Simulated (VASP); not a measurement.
Here is a VASP 6.6.1 calculation.

Contents of POSCAR:

```
GaAs
1.0
    3.1418708757      0.0000000000      0.0000000000
    0.0000000000      3.1418708757      0.0000000000
    0.0000000000      0.0000000000      3.8126168844
Ga As
1 1
Direct
    0.5000000000      0.5000000000      0.5000000000
    0.0000000000      0.0000000000      0.0000000000
```

INCAR.step1

```
ALGO = Normal
EDIFF = 1E-4
ENCUT = 520
GGA = PE
ISMEAR = 0
LASPH = T
LCHARG = F
LREAL = F
LWAVE = T
NBANDS = 16
NELM = 60
PREC = Accurate
SIGMA = 0.1
```

INCAR.step2

```
ALGO = Normal
EDIFF = 1E-6
ENCUT = 520
ISIF = 2
ISMEAR = 0
ISTART = 1
LASPH = T
LCHARG = F
LMIXTAU = T
LREAL = F
LWAVE = F
METAGGA = R2SCAN
NBANDS = 16
NELM = 60
PREC = Accurate
SIGMA = 0.1
```

KPOINTS

```
k-points
0
Gamma
  6 6 4
```

Potentials or basis: VASP PAW PBE potentials, release 64 (Ga_d, As).

Command:

```sh
$ cat potpaw_PBE.64/Ga_d/POTCAR potpaw_PBE.64/As/POTCAR > POTCAR
$ cp INCAR.step1 INCAR
$ mpirun -np 1 vasp_std > vasp.out
$ cp INCAR.step2 INCAR
$ mpirun -np 1 vasp_std > vasp.out
```

(1) Estimate the band gap on the k mesh.

(2) Estimate the pressure.

## Answers

(1) zero (bands 9 and 10 overlap by 3.98 eV).

(2) 0.0 GPa.

Caveat: the k points lie up to 0.41 Å⁻¹ apart, too coarse for converged energies and pressures of a metal; the PAW data sets were made with another functional, which shifts forces and pressure a little.
